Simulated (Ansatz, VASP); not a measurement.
**CoO: VASP beside Ansatz**

```
Co O
1.0
     0.00000    2.13150    2.13150
     2.13150    0.00000    2.13150
     2.13150    2.13150    0.00000
Co O
1 1
Direct
  0.00000 0.00000 0.00000
  0.50000 0.50000 0.50000
```

Alike in both runs: task single point; functional BLYP; k mesh 10 × 10 × 10; occupations gaussian, width 0.05 eV; collinear spin; Hubbard terms Co d U = 3.3 eV.

|  | VASP | Ansatz |
| --- | --- | --- |
| version | VASP 6.6.1 | Ansatz 0.2.0 |
| potentials or method | VASP PAW PBE potentials, release 64 (Co_sv, O), cutoff 600 eV | scalar-relativistic, plane waves, PAW |
| valence electrons in the cell | 23 | 23 |

Ansatz gave:

| Property | Result |
| --- | --- |
| pressure (GPa) | 15.5 |
| net moment per atom (μB) | 1.50 |
| size of the moment on the site where the two differ most (μB) | 2.59 |

Q: Which values does VASP return?

A: Pressure (GPa): 5.1; net moment per atom (μB): 1.50; size of the moment on the site where the two differ most (μB): 2.67.

VASP's potentials were made for PBE, not for BLYP. Site moments also hang on the region over which each program counts them. The programs project onto different local orbitals, so the same U acts differently, and such runs can settle in different states.
